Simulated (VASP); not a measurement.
Input of a VASP 6.6.1 run:

INCAR

```
PREC = Accurate ; ENCUT = 600
EDIFF = 1E-6 ; ISMEAR = 0
SIGMA = 0.1 ; LREAL = False
LASPH = True ; NELM = 60
ALGO = Normal ; ISIF = 3
LWAVE = False ; LCHARG = False
GGA = PE ; IBRION = 2
NSW = 90 ; EDIFFG = -0.04
```

KPOINTS

```
Automatic mesh
0
Gamma
  6 6 2
```

File POSCAR:

```
Ga3W
1.0
    2.6682131900      0.0000000000      0.0000000000
    0.0000000000      2.6682131900      0.0000000000
    0.0000000000      0.0000000000     10.2916396800
Ga W
3 1
Direct
    0.0000000000      0.0000000000      0.2312210100
    0.0000000000      0.0000000000      0.5000000000
    0.0000000000      0.0000000000      0.7687789900
    0.0000000000      0.0000000000      0.0000000000
```

Potentials or basis: VASP PAW PBE potentials, release 64 (Ga_d, W_sv).

Launch:

```bash
$ cat potpaw_PBE.64/Ga_d/POTCAR potpaw_PBE.64/W_sv/POTCAR > POTCAR
$ mpirun -np 1 vasp_std > vasp.out
```

(1) Estimate the relaxed volume.

(2) Predict the relaxed cell.

(3) Estimate the space group after relaxing (to 0.05 Å).

Answers

(1) 19.05 Å³/atom.

(2) a = 2.639 Å, b = 2.639 Å, c = 10.944 Å, α = 90.00°, β = 90.00°, γ = 90.00°.

(3) P4/mmm (No. 123).

Caveat: the k points lie up to 0.40 Å⁻¹ apart in the final cell.
